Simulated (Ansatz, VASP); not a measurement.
**Two plane-wave programs on LiF**

Contents of INCAR:

```
SYSTEM = LiF
  PREC = Accurate
  ENCUT = 520
  EDIFF = 1E-6
  ISMEAR = 0
  SIGMA = 0.05
  LREAL = .False.
  LASPH = .True.
  NELM = 60
  ALGO = Normal
  ISIF = 2
  LWAVE = .False.
  LCHARG = .False.
  GGA = PE
  NBANDS = 18
```

Contents of KPOINTS:

```
regular mesh
0
Gamma
  9 9 6
  0 0 0
```

Contents of POSCAR:

```
LiF
1.0
    2.9065663320      0.0000000000      0.0000000000
   -1.4532831660      2.5171602813      0.0000000000
    0.0000000000      0.0000000000      4.9894117655
Li F
2 2
Direct
    0.3333333333      0.6666666667      0.3810713234
    0.6666666667      0.3333333333      0.8810713234
    0.3333333333      0.6666666667      0.9939266766
    0.6666666667      0.3333333333      0.4939266766
```

Input for Ansatz:

```yaml
crystal:
  lattice:
    - [2.906566332, 0.0, 0.0]
    - [-1.453283166, 2.5171602813, 0.0]
    - [0.0, 0.0, 4.9894117655]
  atoms:
    - { symbol: Li, position: [0.3333333333, 0.6666666667, 0.3810713234] }
    - { symbol: Li, position: [0.6666666667, 0.3333333333, 0.8810713234] }
    - { symbol: F, position: [0.3333333333, 0.6666666667, 0.9939266766] }
    - { symbol: F, position: [0.6666666667, 0.3333333333, 0.4939266766] }
basis:
  ecutwfc: 520.0
kpoints:
  mp_grid: { grid: [9, 9, 6] }
hamiltonian:
  xc: pbe
scf:
  occupations: { method: gaussian, width: 0.05 }
output:
  forces: true
  stress: true
  eigenvalues: true
```

Alike in both runs: task single point; functional PBE; k mesh 9 × 9 × 6; occupations gaussian, width 0.05 eV; no spin polarisation.

```csv
,VASP,Ansatz
version,VASP 6.6.1,Ansatz 0.2.0
potentials or method,"VASP PAW PBE potentials, release 64 (Li_sv, F), cutoff 520 eV","scalar-relativistic, plane waves, PAW"
valence electrons in the cell,20,20
```

|  | VASP | Ansatz | Ansatz less VASP |
| --- | --- | --- | --- |
| gap on the k mesh at the Fermi level (eV) | 8.35 | 8.36 | +0.014 |
| least direct gap on the mesh (eV) | 8.35 | 8.36 | +0.014 |
| rms of the force components (eV/Å) | 0.234 | 0.221 | -0.0128 |

Atom by atom the forces differ by 0.013 eV/Å (rms over components).

Noted on VASP's run: the cutoff is short for stress, so the pressure is rough.
